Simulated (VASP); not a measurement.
# Si16Au (a cell with a defect) in VASP: further runs

Runs on Si16Au (a cell with a defect). Level: PBE. Tasks: single point.

Everything below comes from runs of VASP 6.6.1. Logs are shortened: lines on timing, memory, paths and dates and some standing lists are left out, and cuts for length are marked.

## 1. The cell of the first run

The cell holds a defect, 17 atoms: a = 7.736 Å, b = 7.736 Å, c = 7.736 Å, α = 60.00°, β = 60.00°, γ = 60.00°.

## 2. Single point, PBE

Contents of INCAR:

```
SYSTEM = Si16Au
PREC = Accurate
ENCUT = 520
EDIFF = 1E-6
ISMEAR = 0
SIGMA = 0.02
LREAL = Auto
LASPH = .True.
NELM = 100
ALGO = Normal
ISIF = 2
LWAVE = .False.
LCHARG = .True.
GGA = PE
LELF = .True.
LVHAR = .True.
NBANDS = 52
NELECT = 74.0
```

Contents of KPOINTS:

```
Automatic mesh
0
Gamma
  2 2 2
  0 0 0
```

Contents of POSCAR:

```
Si16Au
1.0
    0.0000000000      5.4700937627     -5.4700937627
    5.4700937627      5.4700937627      0.0000000000
    5.4700937627      0.0000000000     -5.4700937627
Si Au
16 1
Direct
    0.1558094185      0.1232032015      0.1174983053
    0.1554227064      0.6051821667      0.1170948137
    0.5777794784      0.1466391653      0.1297191893
    0.6632492046      0.6368236672      0.0638996796
    0.1078711407      0.1138929052      0.6653408487
    0.1463096840      0.6257548426      0.6028906914
    0.6279141178      0.1397426996      0.6077036306
    0.6279729855      0.6255837820      0.6076453959
    0.2966075511      0.7365325541      0.2314341540
    0.2105045766      0.2479452727      0.2954282892
    0.7251910600      0.7576496107      0.2389577976
    0.7254608216      0.2791387830      0.2389909919
    0.2571709804      0.7421766362      0.7466339717
    0.2571290325      0.2547419275      0.7470542109
    0.7731892797      0.7671513770      0.6934472350
    0.7336237677      0.2549916651      0.7573543677
   -0.0572149150     -0.0479554706      0.1544355428
```

Potentials or basis: VASP PAW PBE potentials, release 64 (Si, Au).

Started as:

```sh
$ cat potpaw_PBE.64/Si/POTCAR potpaw_PBE.64/Au/POTCAR > POTCAR
$ mpirun -np 1 vasp_std > vasp.out
```

OUTCAR:

```text
SYSTEM = Si16Au
   PREC = Accurate
   ENCUT = 520
   EDIFF = 1E-6
   ISMEAR = 0
   LREAL = Auto
   LASPH = .True.
   NELM = 100
   ISIF = 2
   GGA = PE
   NELECT = 74.0

 ion  position               nearest neighbor table
   1  0.156  0.123  0.117-  10 2.31  14 2.34  17 2.43   9 2.44  12 2.72
   2  0.155  0.605  0.117-  10 2.31  13 2.34  17 2.42   9 2.45  11 2.72
   3  0.578  0.147  0.130-  10 2.34  16 2.36  11 2.46  12 2.46  17 2.51
   4  0.663  0.637  0.064-  12 2.30  11 2.30   9 2.34  15 2.34
   5  0.108  0.114  0.665-  10 2.34  13 2.37  14 2.37  16 2.37  17 3.09
   6  0.146  0.626  0.603-  13 2.35  14 2.35   9 2.35  15 2.37
   7  0.628  0.140  0.608-  12 2.34  14 2.34  16 2.35  15 2.37
   8  0.628  0.626  0.608-  11 2.34  13 2.34  16 2.35  15 2.37
   9  0.297  0.737  0.231-   4 2.34   6 2.35   1 2.44   2 2.45  17 2.59
  10  0.211  0.248  0.295-   2 2.31   1 2.31   3 2.34   5 2.34
  11  0.725  0.758  0.239-   4 2.30   8 2.34  17 2.44   3 2.46   2 2.72
  12  0.725  0.279  0.239-   4 2.30   7 2.34  17 2.44   3 2.46   1 2.72
  13  0.257  0.742  0.747-   8 2.34   2 2.34   6 2.35   5 2.37
  14  0.257  0.255  0.747-   7 2.34   1 2.34   6 2.35   5 2.37
  15  0.773  0.767  0.693-   4 2.34   8 2.37   7 2.37   6 2.37
  16  0.734  0.255  0.757-   8 2.35   7 2.35   3 2.36   5 2.37
  17  0.943  0.952  0.154-   2 2.42   1 2.43  12 2.44  11 2.44   3 2.51   9 2.59   5 3.09

  LATTYP: Found a face centered cubic cell.
 ALAT       =    10.9401875254

  Lattice vectors:

 A1 = (   0.0000000000,   5.4700937627,  -5.4700937627)
 A2 = (   5.4700937627,   5.4700937627,   0.0000000000)
 A3 = (   5.4700937627,   0.0000000000,  -5.4700937627)

Analysis of symmetry for initial positions (statically):
[... 5 lines left out ...]
 face centered cubic supercell.

 Subroutine GETGRP returns: Found  1 space group operations
 (whereof  1 operations were pure point group operations)
 out of a pool of 48 trial point group operations.

The static configuration has the point symmetry C_1 .

Analysis of symmetry for dynamics (positions and initial velocities):
[... 5 lines left out ...]
 face centered cubic supercell.

 Subroutine GETGRP returns: Found  1 space group operations
 (whereof  1 operations were pure point group operations)
 out of a pool of 48 trial point group operations.

The dynamic configuration has the point symmetry C_1 .

 Subroutine INISYM returns: Found  1 space group operations
 (whereof  1 operations are pure point group operations),
 and found     1 'primitive' translations

----------------------------------------------------------------------------------------

                                     Primitive cell

  volume of cell :     327.3515

  direct lattice vectors                    reciprocal lattice vectors
     0.000000000  5.470093763 -5.470093763    -0.091406111  0.091406111 -0.091406111
     5.470093763  5.470093763  0.000000000     0.091406111  0.091406111  0.091406111
     5.470093763  0.000000000 -5.470093763     0.091406111 -0.091406111 -0.091406111

  length of vectors
     7.735880787  7.735880787  7.735880787     0.158320029  0.158320029  0.158320029

  position of ions in fractional coordinates (direct lattice)
     0.155809418  0.123203201  0.117498305
     0.155422706  0.605182167  0.117094814
     0.577779478  0.146639165  0.129719189
     0.663249205  0.636823667  0.063899680
     0.107871141  0.113892905  0.665340849
     0.146309684  0.625754843  0.602890691
[... 9 lines left out ...]
     0.733623768  0.254991665  0.757354368
     0.942785085  0.952044529  0.154435543

  ion indices of the primitive-cell ions
   primitive index   ion index
                 1           1
                 2           2
                 3           3
                 4           4
                 5           5
                 6           6
[... 9 lines left out ...]
                16          16
                17          17

----------------------------------------------------------------------------------------

 KPOINTS: Automatic mesh

Automatic generation of k-mesh.
 Grid dimensions read from file:
 generate k-points for:    2    2    2

 Generating k-lattice:

  Cartesian coordinates                     Fractional coordinates (reciprocal lattice)
    -0.045703056  0.045703056 -0.045703056     0.500000000  0.000000000  0.000000000
     0.045703056  0.045703056  0.045703056     0.000000000  0.500000000  0.000000000
     0.045703056 -0.045703056 -0.045703056     0.000000000  0.000000000  0.500000000

  Length of vectors
     0.079160015  0.079160015  0.079160015

  Shift w.r.t. Gamma in fractional coordinates (k-lattice)
     0.000000000  0.000000000  0.000000000

 Subroutine IBZKPT returns following result:
 ===========================================

 Found      8 irreducible k-points:

 Following reciprocal coordinates:
            Coordinates               Weight
  0.000000  0.000000  0.000000      1.000000
  0.500000  0.000000  0.000000      1.000000
  0.000000  0.500000  0.000000      1.000000
  0.000000  0.000000  0.500000      1.000000
  0.500000  0.500000  0.500000      1.000000
  0.500000  0.500000  0.000000      1.000000
  0.000000  0.500000  0.500000      1.000000
  0.500000  0.000000  0.500000      1.000000
   k-points           NKPTS =      8   k-points in BZ     NKDIM =      8   number of bands    NBANDS=     52
   number of dos      NEDOS =    301   number of ions     NIONS =     17
   total plane-waves  NPLWV = 216000
   dimension x,y,z NGX =    60 NGY =   60 NGZ =   60
   dimension x,y,z NGXF=   120 NGYF=  120 NGZF=  120
   ions per type =              16   1
   NGX,Y,Z   is equivalent  to a cutoff of  12.89, 12.89, 12.89 a.u.
   NGXF,Y,Z  is equivalent  to a cutoff of  25.79, 25.79, 25.79 a.u.
 SYSTEM =  Si16Au
   PREC   = accura    normal or accurate (medium, high low for compatibility)
   ISTART =      0    job   : 0-new  1-cont  2-samecut
   ICHARG =      2    charge: 1-file 2-atom 10-const
   ISPIN  =      1    spin polarized calculation?
   LNONCOLLINEAR =      F non collinear calculations
   LSORBIT =      F    spin-orbit coupling
   LASPH  =      T    aspherical Exc in radial PAW
   ENCUT  =  520.0 eV  38.22 Ry    6.18 a.u.  14.38 14.38 14.38*2*pi/ulx,y,z
   NELM   =    100;   NELMIN=  2; NELMDL= -5     # of ELM steps
   EDIFF  = 0.1E-05   stopping-criterion for ELM
   LREAL  =      T    real-space projection
   EDIFFG = 0.1E-04   stopping-criterion for IOM
   NSW    =      0    number of steps for IOM
   IBRION =     -1    ionic relax: 0-MD 1-quasi-New 2-CG
   NFREE  =      0    steps in history (QN), initial steepest desc. (CG)
   ISIF   =      2    stress and relaxation
   ISYM   =      2    0-nonsym 1-usesym 2-fastsym
   POTIM  = 0.5000    time-step for ionic-motion
   TEBEG  =    0.0;   TEEND  =   0.0 temperature during run
   PSTRESS=    0.0 pullay stress
   NELECT =      74.0000    total number of electrons
   NUPDOWN=      -1.0000    fix difference up-down
   EMIN   =  10.00;   EMAX   =-10.00  energy-range for DOS
   EFERMI =   0.00;   METHOD = LEGACY
   ISMEAR =     0;   SIGMA  =   0.02  broadening in eV -4-tet -1-fermi 0-gaus
   EFERMI_NEDOS =   21; number of points for ismear=-14 and -15
   IALGO  =     38    algorithm
   IMIX   =      4    mixing-type and parameters
     AMIX     =   0.40;   BMIX     =  1.00
     AMIX_MAG =   1.60;   BMIX_MAG =  1.00
  volume/ion in A,a.u.               =      19.26       129.95
  Fermi-wavevector in a.u.,A,eV,Ry     =   0.997273  1.884572 13.531715  0.994553
  Thomas-Fermi vector in A             =   2.129418
   LORBIT       =      0    0 simple, 1 ext, 2 COOP (PROOUT), +10 PAW based schemes
   GGA     = PE    functional components
   LHFCALC =     F    Hartree Fock is set to
   AEXX    =    0.0000 exact exchange contribution
   IVDW    =     0    specifies the selected vdW correction
   LEPSILON=     F    determine dielectric tensor
   LRPA    =     F    only Hartree local field effects (RPA)
 non-spin polarized calculation
 Gauss-broadening in eV      SIGMA  =   0.02
  energy-cutoff  :      520.00
  volume of cell :      327.35
 maximum number of plane-waves:      8824
 NGX is ok and might be reduce to    60
   NGX = 29   NGY = 29   NGZ = 29

 number of electron      74.0000000 magnetization

 Free energy of the ion-electron system (eV)
  ---------------------------------------------------
  ext. energy  EPLUGINS =         0.00000000
  ---------------------------------------------------
  free energy    TOTEN  =       -93.02767098 eV

  energy without entropy =      -93.02767098  energy(sigma->0) =      -93.02767098

 E-fermi :   6.4128     XC(G=0):  -9.6474

 val. band max:        6.3021744336   @ k =   0.0000   0.0000   0.5000
 cond. band min:       6.5490358114   @ k =   0.0000   0.0000   0.0000
 fundamental gap:      0.2468613777
 Fermi energy:         6.4128128878

 k-point     1 :       0.0000    0.0000    0.0000
  band No.  band energies     occupation
      1      -5.8389      2.00000
      2      -3.5871      2.00000
      3      -3.4636      2.00000
      4      -3.3522      2.00000
      5      -3.2361      2.00000
      6      -2.4712      2.00000
[... 41 lines left out ...]
     48       8.4378      0.00000
     49       8.7719      0.00000

 k-point     2 :       0.5000    0.0000    0.0000
  band No.  band energies     occupation
      1      -5.1106      2.00000
      2      -4.9395      2.00000
      3      -3.4524      2.00000
      4      -3.1029      2.00000
      5      -3.0532      2.00000
      6      -3.0496      2.00000
[... 41 lines left out ...]
     48       9.8617      0.00000
     49      10.0836      0.00000

 k-point     3 :       0.0000    0.5000    0.0000
  band No.  band energies     occupation
      1      -5.1753      2.00000
      2      -4.8469      2.00000
      3      -3.4412      2.00000
      4      -3.2081      2.00000
      5      -3.1204      2.00000
      6      -2.9863      2.00000
[... 249 lines left out ...]
     48      10.3629      0.00000
     49      10.4946      0.00000

 k-point     8 :       0.5000    0.0000    0.5000
  band No.  band energies     occupation
      1      -4.9115      2.00000
      2      -4.6477      2.00000
      3      -3.9284      2.00000
      4      -3.6823      2.00000
      5      -3.6636      2.00000
      6      -3.5365      2.00000
[... 41 lines left out ...]
     48      10.5029      0.00000
     49      10.5256      0.00000
 [bands above 49 left out]

------------------------ aborting loop because EDIFF is reached ----------------------------------------

  FORCE on cell =-STRESS in cart. coord.  units (eV):
  Direction    XX          YY          ZZ          XY          YZ          ZX
  --------------------------------------------------------------------------------------
  -------------------------------------------------------------------------------------
  Total       -0.6518146     -0.6809970     -1.6566726      0.1510715     -0.9718663      1.0164732
  in kB       -3.1902181     -3.3330473     -8.1083590      0.7393990     -4.7566675      4.9749898
  external PRESSURE =      -4.8772081 kB  Pullay stress =       0.0000000 kB

 VOLUME and BASIS-vectors are now :
 -----------------------------------------------------------------------------
  energy-cutoff  :      520.00
  volume of cell :      327.35
      direct lattice vectors                 reciprocal lattice vectors
     0.000000000  5.470093763 -5.470093763    -0.091406111  0.091406111 -0.091406111
     5.470093763  5.470093763  0.000000000     0.091406111  0.091406111  0.091406111
     5.470093763  0.000000000 -5.470093763     0.091406111 -0.091406111 -0.091406111

 POSITION                                       TOTAL-FORCE (eV/Angst)
 -----------------------------------------------------------------------------------
      1.31666      1.52623     -1.49502        -0.009510     -0.012952      0.015253
      3.95092      4.16058     -1.49070         0.006116      0.011821      0.008782
      1.51171      3.96264     -3.87008        -0.004929      0.018203     -0.014120
      3.83302      7.11152     -3.97757         0.013403     -0.003659      0.013000
      4.26248      1.21307     -4.22954         0.007892     -0.002546      0.003066
      6.72081      4.22327     -4.09820         0.015708     -0.014041     -0.000947
[... 9 lines left out ...]
      5.53763      5.40782     -8.15579        -0.010717      0.007619      0.016567
      6.05255     10.36490     -6.00190         0.003325     -0.004195     -0.015449
 -----------------------------------------------------------------------------------
    total drift:                               -0.009057      0.003176     -0.002560

  FREE ENERGIE OF THE ION-ELECTRON SYSTEM (eV)
  ---------------------------------------------------
  free  energy   TOTEN  =       -93.0276709759 eV

  energy  without entropy=      -93.0276709759  energy(sigma->0) =      -93.02767098
```

Run time: 2.2 min. Hardware: 1 thread of AMD EPYC 9R45 (Zen 5), shared host; peak memory 0.47 GiB.

Results:

```yaml
Free_energy: -93.0277 eV
Largest_force: 0.024 eV/Å
```

Forces in eV/Å, atoms in the order of the input:
```
Si  -0.010 -0.013  0.015
Si   0.006  0.012  0.009
Si  -0.005  0.018 -0.014
Si   0.013 -0.004  0.013
Si   0.008 -0.003  0.003
Si   0.016 -0.014 -0.001
Si  -0.003 -0.007 -0.008
Si   0.010  0.003 -0.006
Si   0.007 -0.013  0.019
Si  -0.012  0.001 -0.007
Si   0.001  0.007 -0.012
Si  -0.002 -0.013 -0.010
Si  -0.007  0.001 -0.001
Si  -0.005  0.010  0.004
Si  -0.010  0.012 -0.006
Si  -0.011  0.008  0.017
Au   0.003 -0.004 -0.015
```

Levels at points of the mesh, in eV from the Fermi level:
```
           k point  band 34  band 35  band 36  band 37  band 38  band 39  band 40  band 41
(0.00, 0.00, 0.00)    -0.98    -0.70    -0.19    -0.16     0.14     0.50     0.53     0.65
(0.50, 0.00, 0.00)    -1.01    -0.93    -0.85    -0.64     0.63     1.08     1.13     1.16
(0.00, 0.50, 0.00)    -1.14    -0.91    -0.71    -0.29     0.76     1.03     1.19     1.25
(0.00, 0.00, 0.50)    -0.92    -0.88    -0.65    -0.11     0.74     0.87     1.40     1.64
(0.50, 0.50, 0.50)    -1.14    -0.91    -0.71    -0.29     0.76     1.03     1.19     1.25
(0.50, 0.50, 0.00)    -1.47    -1.36    -1.33    -0.66     0.76     0.95     1.79     1.95
(0.00, 0.50, 0.50)    -1.47    -1.36    -1.34    -0.65     0.76     0.95     1.79     1.95
(0.50, 0.00, 0.50)    -1.51    -1.27    -1.22    -1.03     0.77     1.02     1.77     2.00
```

Caveat: the k points lie up to 0.50 Å⁻¹ apart; the cell carries a net charge on a neutralising background, which shifts energy and pressure; the cell is charged against a uniform background, so pressure and absolute levels hang on convention; spin-orbit coupling is left out, which moves the levels of the heavy elements.

[end of part 1 of 3]
